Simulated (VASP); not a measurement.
# NaCl (Fm-3m) in VASP: further runs

Aim: see how the results for NaCl move with the level of theory and the settings. Levels: LDA, PBE. Tasks: vibrations by perturbation theory, dielectric tensor, elastic constants.

All numbers are computed with VASP 6.6.1; they aren't measurements. Logs are shortened: lines on timing, memory, paths and dates and some standing lists are left out, and cuts for length are marked.

### 1 The cell of the first run

It takes space group Fm-3m (No. 225, cubic). The conventional cell has a = 5.588 Å, b = 5.588 Å, c = 5.588 Å, α = 90.00°, β = 90.00°, γ = 90.00°. Within 3.7 Å of Cl (site symmetry m-3m) lie 6 Na at 2.79 Å. Within 3.7 Å of Na (site symmetry m-3m) lie 6 Cl at 2.79 Å.

### 2 Vibrations by perturbation theory, LDA

Input file INCAR:

```
PREC = Accurate
ENCUT = 520
EDIFF = 1E-8
ISMEAR = -1
SIGMA = 0.05
LREAL = False
LASPH = True
NELM = 60
ALGO = Normal
ISIF = 2
LWAVE = False
LCHARG = False
NBANDS = 14
IBRION = 8
NSW = 1
```

Input file KPOINTS:

```
Automatic mesh
0
Gamma
  6 6 6
```

Input file POSCAR:

```
NaCl
1.0
    0.0000000000      2.7940632177      2.7940632177
    2.7940632177      0.0000000000      2.7940632177
    2.7940632177      2.7940632177      0.0000000000
Cl Na
1 1
Direct
    0.5000000000      0.5000000000      0.5000000000
    0.0000000000      0.0000000000      0.0000000000
```

Potentials or basis: VASP PAW LDA potentials, release 64 (Cl, Na_pv).

The run is started by

```
$ cat potpaw_LDA.64/Cl/POTCAR potpaw_LDA.64/Na_pv/POTCAR > POTCAR
$ mpirun -np 1 vasp_std > vasp.out
```

OUTCAR:

```text
PREC = Accurate
   ENCUT = 520
   EDIFF = 1E-8
   ISMEAR = -1
   LREAL = False
   LASPH = True
   NELM = 60
   ISIF = 2
   IBRION = 8
   NSW = 1

 ion  position               nearest neighbor table
   1  0.500  0.500  0.500-
   2  0.000  0.000  0.000-

  LATTYP: Found a face centered cubic cell.
 ALAT       =     5.5881264354

  Lattice vectors:

 A1 = (   0.0000000000,   2.7940632177,   2.7940632177)
 A2 = (   2.7940632177,   0.0000000000,   2.7940632177)
 A3 = (   2.7940632177,   2.7940632177,   0.0000000000)

Analysis of symmetry for initial positions (statically):
=====================================================================
 Subroutine PRICEL returns:
 Original cell was already a primitive cell.

 Routine SETGRP: Setting up the symmetry group for a
 face centered cubic supercell.

 Subroutine GETGRP returns: Found 48 space group operations
 (whereof 48 operations were pure point group operations)
 out of a pool of 48 trial point group operations.

The static configuration has the point symmetry O_h .

Analysis of symmetry for dynamics (positions and initial velocities):
=====================================================================
 Subroutine PRICEL returns:
 Original cell was already a primitive cell.

 Routine SETGRP: Setting up the symmetry group for a
 face centered cubic supercell.

 Subroutine GETGRP returns: Found 48 space group operations
 (whereof 48 operations were pure point group operations)
 out of a pool of 48 trial point group operations.

The dynamic configuration has the point symmetry O_h .

 Subroutine INISYM returns: Found 48 space group operations
 (whereof 48 operations are pure point group operations),
 and found     1 'primitive' translations

----------------------------------------------------------------------------------------

                                     Primitive cell

  volume of cell :      43.6253

  direct lattice vectors                    reciprocal lattice vectors
     0.000000000  2.794063218  2.794063218    -0.178950854  0.178950854  0.178950854
     2.794063218  0.000000000  2.794063218     0.178950854 -0.178950854  0.178950854
     2.794063218  2.794063218  0.000000000     0.178950854  0.178950854 -0.178950854

  length of vectors
     3.951402097  3.951402097  3.951402097     0.309951972  0.309951972  0.309951972

  position of ions in fractional coordinates (direct lattice)
     0.500000000  0.500000000  0.500000000
     0.000000000  0.000000000  0.000000000

  ion indices of the primitive-cell ions
   primitive index   ion index
                 1           1
                 2           2

----------------------------------------------------------------------------------------

 KPOINTS: Automatic mesh

Automatic generation of k-mesh.
 Grid dimensions read from file:
 generate k-points for:    6    6    6

 Generating k-lattice:

  Cartesian coordinates                     Fractional coordinates (reciprocal lattice)
    -0.029825142  0.029825142  0.029825142     0.166666667  0.000000000  0.000000000
     0.029825142 -0.029825142  0.029825142     0.000000000  0.166666667  0.000000000
     0.029825142  0.029825142 -0.029825142     0.000000000  0.000000000  0.166666667

  Length of vectors
     0.051658662  0.051658662  0.051658662

  Shift w.r.t. Gamma in fractional coordinates (k-lattice)
     0.000000000  0.000000000  0.000000000

 Subroutine IBZKPT returns following result:
 ===========================================

 Found     16 irreducible k-points:

 Following reciprocal coordinates:
            Coordinates               Weight
[... 68 lines left out ...]
 maximum number of plane-waves:      1211
 NGX is ok and might be reduce to    30
   NGX = 15   NGY = 15   NGZ = 15

--------------------------------------- Ionic step        1  -------------------------------------------

 number of electron      14.0000008 magnetization

 Free energy of the ion-electron system (eV)
  ---------------------------------------------------
  ext. energy  EPLUGINS =         0.00000000
  ---------------------------------------------------
  free energy    TOTEN  =        -7.37245444 eV

  energy without entropy =       -7.37245444  energy(sigma->0) =       -7.37245444

 E-fermi :   0.3017     XC(G=0):  -8.8412

 val. band max:       -0.7856049661   @ k =   0.0000   0.0000   0.0000
 cond. band min:       4.0186854784   @ k =   0.0000   0.0000   0.0000
 fundamental gap:      4.8042904445
 Fermi energy:         0.3016742344

 k-point     1 :       0.0000    0.0000    0.0000
  band No.  band energies     occupation
      1     -21.5136      2.00000
      2     -21.5136      2.00000
      3     -21.5136      2.00000
      4     -13.4348      2.00000
      5      -0.7856      2.00000
      6      -0.7856      2.00000
      7      -0.7856      2.00000
      8       4.0187      0.00000
      9      10.0879      0.00000
     10      10.0879      0.00000
     11      10.0879      0.00000
     12      12.3538      0.00000
     13      12.3538      0.00000
     14      13.7706      0.00000
[... 243 lines left out ...]
      3     -21.5253      2.00000
      4     -12.9819      2.00000
      5      -2.3584      2.00000
      6      -1.7857      2.00000
      7      -1.5733      2.00000
      8       7.3544      0.00000
      9       7.8050      0.00000
     10       9.5074      0.00000
     11      11.0759      0.00000
     12      14.2169      0.00000
     13      15.4082      0.00000
     14      15.4764      0.00000

------------------------ aborting loop because EDIFF is reached ----------------------------------------

  FORCE on cell =-STRESS in cart. coord.  units (eV):
  Direction    XX          YY          ZZ          XY          YZ          ZX
  --------------------------------------------------------------------------------------
  -------------------------------------------------------------------------------------
  Total       -0.5057470     -0.5057470     -0.5057470      0.0000000      0.0000000      0.0000000
  in kB      -18.5739892    -18.5739892    -18.5739892      0.0000000      0.0000000      0.0000000
  external PRESSURE =     -18.5739892 kB  Pullay stress =       0.0000000 kB

 VOLUME and BASIS-vectors are now :
 -----------------------------------------------------------------------------
  energy-cutoff  :      520.00
  volume of cell :       43.63
      direct lattice vectors                 reciprocal lattice vectors
     0.000000000  2.794063218  2.794063218    -0.178950854  0.178950854  0.178950854
     2.794063218  0.000000000  2.794063218     0.178950854 -0.178950854  0.178950854
     2.794063218  2.794063218  0.000000000     0.178950854  0.178950854 -0.178950854

 POSITION                                       TOTAL-FORCE (eV/Angst)
 -----------------------------------------------------------------------------------
      2.79406      2.79406      2.79406        -0.000000     -0.000000      0.000000
      0.00000      0.00000      0.00000         0.000000      0.000000      0.000000
 -----------------------------------------------------------------------------------
    total drift:                               -0.000000      0.000000      0.000000

  FREE ENERGIE OF THE ION-ELECTRON SYSTEM (eV)
  ---------------------------------------------------
  free  energy   TOTEN  =        -7.3724544400 eV

  energy  without entropy=       -7.3724544400  energy(sigma->0) =       -7.37245444

[... ionic steps 2 to 3 ...]

--------------------------------------- Ionic step        4  -------------------------------------------

------------------------ aborting loop because EDIFF is reached ----------------------------------------

[... ionic steps 5 to 6 ...]

--------------------------------------- Ionic step        7  -------------------------------------------

 Free energy of the ion-electron system (eV)
  ---------------------------------------------------
  ---------------------------------------------------
  free energy    TOTEN  =        -0.16149297 eV

  energy without entropy =       -0.16149297

------------------------ aborting loop because EDIFF is reached ----------------------------------------

 INTERNAL STRAIN TENSOR  FOR ION    2  DIRECTION 1   (eV/Angst):
 -----------------------------------------------------------------------------
    -0.00708 -0.00000 -0.00000
    -0.00000  0.00339  0.00000
     0.00000  0.00000  0.00339

 INTERNAL STRAIN TENSOR FOR ION    2 for displacements in x,y,z  (eV/Angst):
          X           Y           Z          XY          YZ          ZX
  --------------------------------------------------------------------------------
  x     0.00000     0.00000     0.00000     0.00000     0.00000     0.00000
  y     0.00000     0.00000     0.00000     0.00000     0.00000     0.00000
  z     0.00000     0.00000     0.00000     0.00000     0.00000     0.00000

 SECOND DERIVATIVES (NOT SYMMETRIZED)
 ------------------------------------
               1X          1Y          1Z          2X          2Y          2Z
  1X    -1.299496    0.000000    0.000000    1.299496    0.000000    0.000000
  1Y     0.000000   -1.299496    0.000000    0.000000    1.299496    0.000000
  1Z     0.000000    0.000000   -1.299496    0.000000    0.000000    1.299496
  2X     1.318947    0.000000    0.000000   -1.318947    0.000000    0.000000
  2Y     0.000000    1.318947    0.000000    0.000000   -1.318947    0.000000
  2Z     0.000000    0.000000    1.318947    0.000000    0.000000   -1.318947

 Eigenvectors and eigenvalues of the dynamical matrix
 ----------------------------------------------------

   1 f  =    4.793736 THz    30.119931 2PiTHz  159.901817 cm-1    19.825290 meV
             X         Y         Z           dx          dy          dz
      2.794063  2.794063  2.794063     0.624370    0.000000   -0.000000
      0.000000  0.000000  0.000000    -0.781129   -0.000000    0.000000
[... 21 lines left out ...]
   6 f/i=    0.017367 THz     0.109122 2PiTHz    0.579312 cm-1     0.071825 meV
             X         Y         Z           dx          dy          dz
      2.794063  2.794063  2.794063     0.031039    0.450554    0.637338
      0.000000  0.000000  0.000000     0.024810    0.360136    0.509436

--------------------------------------------------------------------------------------------------------

 ELASTIC MODULI CONTR FROM IONIC RELAXATION (kBar)
 Direction    XX          YY          ZZ          XY          YZ          ZX
 --------------------------------------------------------------------------------
 XX           0.0000      0.0000      0.0000      0.0000      0.0000      0.0000
 YY           0.0000      0.0000      0.0000      0.0000      0.0000      0.0000
 ZZ           0.0000      0.0000      0.0000      0.0000      0.0000      0.0000
 XY           0.0000      0.0000      0.0000      0.0000      0.0000      0.0000
 YZ           0.0000      0.0000      0.0000      0.0000      0.0000      0.0000
 ZX           0.0000      0.0000      0.0000      0.0000      0.0000      0.0000
 --------------------------------------------------------------------------------
```

Wall time 88 s (1 thread of Intel Xeon Platinum 8259CL at 2.50GHz (Skylake/Cascade Lake), shared host); peak memory 0.18 GiB.

What came out:

```
Highest phonon frequency at Γ, LO-TO splitting left out : 160 cm⁻¹
```

Phonon frequencies in cm⁻¹ (negative: imaginary):
```tsv
q point	frequencies
(0.000, 0.000, 0.000)	-1 -1 -1 160 160 160
```

Caveat: the cell stands under pressure or tension, which shifts response properties.

(Part 1 of 2 ends here.)
